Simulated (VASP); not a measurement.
Wanted: the native input for a VASP 6.6.1 run.

* Task: single point
* Functional: PBE
* Potentials or basis: VASP PAW PBE potentials, release 64 (C)
* Cutoff: 520 eV
* k mesh: 18 × 18 × 6
* Occupations: gaussian, width 0.1 eV
* Spin: no spin polarisation
* Dipole correction: no
* Further INCAR settings: ALGO = Normal; EDIFF = 1e-06; NBANDS = 16

The structure of C lies in POSCAR:

```
C
1.0
    2.4699988104      0.0000000000      0.0000000000
   -1.2349994052      2.1390817171      0.0000000000
    0.0000000000      0.0000000000      6.7900000000
C
4
Direct
    0.0350617741      0.0701235483      0.0000000000
    0.0000000000      0.0000000000      0.5000000000
    0.3333333333      0.6666666667      0.0050000000
    0.6666666667      0.3333333333      0.5050000000
```

This cell differs from its parent crystal: one atom moved.

One way to write it, as run:

INCAR

```
ALGO = Normal ; EDIFF = 1E-6
ENCUT = 520 ; GGA = PE
ISIF = 2 ; ISMEAR = 0
LASPH = T ; LCHARG = F
LREAL = F ; LWAVE = F
NBANDS = 16 ; NELM = 100
PREC = Accurate ; SIGMA = 0.1
```

KPOINTS

```
k-points
0
Gamma
  18 18 6
```

Potentials or basis: VASP PAW PBE potentials, release 64 (C).

Launch:

```bash
$ cat potpaw_PBE.64/C/POTCAR > POTCAR
$ mpirun -np 1 vasp_std > vasp.out
```

It gave:

```
Pressure               : 5.9 GPa
Largest force          : 9.487 eV/Å
Band gap on the k mesh : zero (band 8 reaches 4.46 eV, above the bottom of band 9 at 4.43 eV)
```

Caveat: the cell differs from its parent crystal (one atom moved); this functional lacks dispersion, which binds the layers, so the pressure and a relaxed spacing across them are unreliable; forces of over 1 eV/Å act on the atoms, so gaps and moduli don't describe the material at rest.

Wall time 110 s on 1 thread of Intel(R) Xeon(R) 6975P-C (Granite Rapids), with other jobs on the host, peak memory 0.3 GiB.
